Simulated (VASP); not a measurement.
Here is a VASP 6.6.1 calculation.

INCAR

```
SYSTEM = Mo16H
PREC = Accurate ; ENCUT = 520
EDIFF = 1E-6 ; ISMEAR = 0
SIGMA = 0.1 ; LREAL = Auto
LASPH = .True. ; NELM = 60
ALGO = Normal ; ISIF = 2
LWAVE = .False. ; LCHARG = .True.
LDIPOL = .True. ; IDIPOL = 3
DIPOL = 0.5 0.5 0.328 ; GGA = PE
LELF = .True. ; LVHAR = .True.
LVACPOTAV = .True. ; NBANDS = 126
```

File KPOINTS:

```
regular mesh
0
Gamma
  4 4 1
  0 0 0
```

File POSCAR:

```
Mo16H
1.0
    6.3209357483      0.0000000000      0.0000000000
    0.0000000000      6.3209357483      0.0000000000
    0.0000000000      0.0000000000     20.0883894453
Mo H
16 1
Direct
    0.2500000000      0.2500000000      0.1991199947
    0.2500000000      0.7500000000      0.1991199947
    0.7500000000      0.2500000000      0.1991199947
    0.7500000000      0.7500000000      0.1991199947
    0.0000000000      0.0000000000      0.2777840379
    0.0000000000      0.5000000000      0.2777840379
    0.5000000000      0.0000000000      0.2777840379
    0.5000000000      0.5000000000      0.2777840379
    0.2500000000      0.2500000000      0.3589730499
    0.2500000000      0.7500000000      0.3589730499
    0.7500000000      0.2500000000      0.3589730499
    0.7500000000      0.7500000000      0.3589730499
    0.0000000000      0.0000000000      0.4275300152
    0.0000000000      0.5000000000      0.4275300152
    0.5000000000      0.0000000000      0.4275300152
    0.5000000000      0.5000000000      0.4275300152
    0.0000000000      0.0000000000      0.5163883124
```

Potentials or basis: VASP PAW PBE potentials, release 64 (Mo_sv, H).

Command:

```sh
$ cat potpaw_PBE.64/Mo_sv/POTCAR potpaw_PBE.64/H/POTCAR > POTCAR
$ mpirun -np 1 vasp_std > vasp.out
```

(1) Predict the largest force.

(2) What does it give for the band gap on the k mesh?

## Answers

(1) 2.222 eV/Å.

(2) zero (an odd number of electrons rules out a gap without spin polarisation).
